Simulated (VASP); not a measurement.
Wanted: the native input for a VASP 6.6.1 run.

- Task: single point
- Functional: PBE
- Potentials or basis: VASP PAW PBE potentials, release 64 (W_sv)
- Cutoff: 520 eV
- k mesh: 18 × 18 × 18
- Occupations: gaussian, width 0.1 eV
- Spin: no spin polarisation
- Dipole correction: no
- Further INCAR settings: ALGO = Fast; EDIFF = 1e-06; NBANDS = 13

The structure of W lies in POSCAR:

```
W
1.0
   -1.5592833161      1.5592833161      1.5592833161
    1.5592833161     -1.5592833161      1.5592833161
    1.5592833161      1.5592833161     -1.5592833161
W
1
Direct
    0.0000000000      0.0000000000      0.0000000000
```

These files were run (other wordings do the same):

INCAR

```
PREC     = Accurate       # precision mode
ENCUT    = 520            # plane-wave cutoff, eV
EDIFF    = 1E-6           # SCF threshold, eV
ISMEAR   = 0              # smearing method
SIGMA    = 0.1            # smearing width, eV
LREAL    = F              # projectors in reciprocal space
LASPH    = T              # aspherical terms in the spheres
NELM     = 60             # most SCF steps
ALGO     = Fast           # electronic algorithm
ISIF     = 2              # what is computed and relaxed
LWAVE    = F              # write WAVECAR
LCHARG   = T              # write CHGCAR
GGA      = PE             # functional
LELF     = T              # ELF
LVHAR    = T            
NBANDS   = 13             # bands
```

KPOINTS

```
regular mesh
0
Gamma
  18 18 18
```

Potentials or basis: VASP PAW PBE potentials, release 64 (W_sv).

Run with:

```bash
$ cat potpaw_PBE.64/W_sv/POTCAR > POTCAR
$ mpirun -np 1 vasp_std > vasp.out
```

It gave:

```json
{
 "Pressure": "22.4 GPa",
 "Band gap on the k mesh": "zero (bands 7 and 8 overlap by 6.80 eV)"
}
```

Caveat: the cell stands under pressure; spin-orbit coupling is left out, which moves the levels of the heavy elements.

Wall time 47 s on 1 thread of Intel Xeon 8259CL (shared host), peak memory 0.15 GiB.
